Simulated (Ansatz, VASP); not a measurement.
InB3 in VASP and in Ansatz

```
In B
1.0
     3.57802    0.00000    0.00000
     0.00000    3.57802    0.00000
     0.00000    0.00000    3.57802
In B
1 3
Cartesian
  0.0000 0.0000 0.0000
  0.0000 1.7890 1.7890
  1.7890 0.0000 1.7890
  1.7890 1.7890 0.0000
```

Change from the starting cell: species swapped into the Pr3Sn type (Pm-3m, No. 221).

Alike in both runs: functional PBE; k mesh 6 × 6 × 6; occupations gaussian, width 0.1 eV; no spin polarisation.

Ansatz relaxed the structure, and its values are those at the end. VASP's run is a single point on that final structure, the one shown.

```csv
,VASP,Ansatz
version,VASP 6.6.1,Ansatz 0.2.0
potentials or method,"VASP PAW PBE potentials, release 64 (In_d, B), cutoff 500 eV","scalar-relativistic, plane waves, PAW"
valence electrons in the cell,22,22
```

```tsv
	VASP	Ansatz	Ansatz less VASP
gap on the k mesh at the Fermi level (eV)	none	none	-
pressure (GPa)	-0.1	-0.1	-0.02
```

A gap of «none» marks a metal or a gap that the smearing closes.
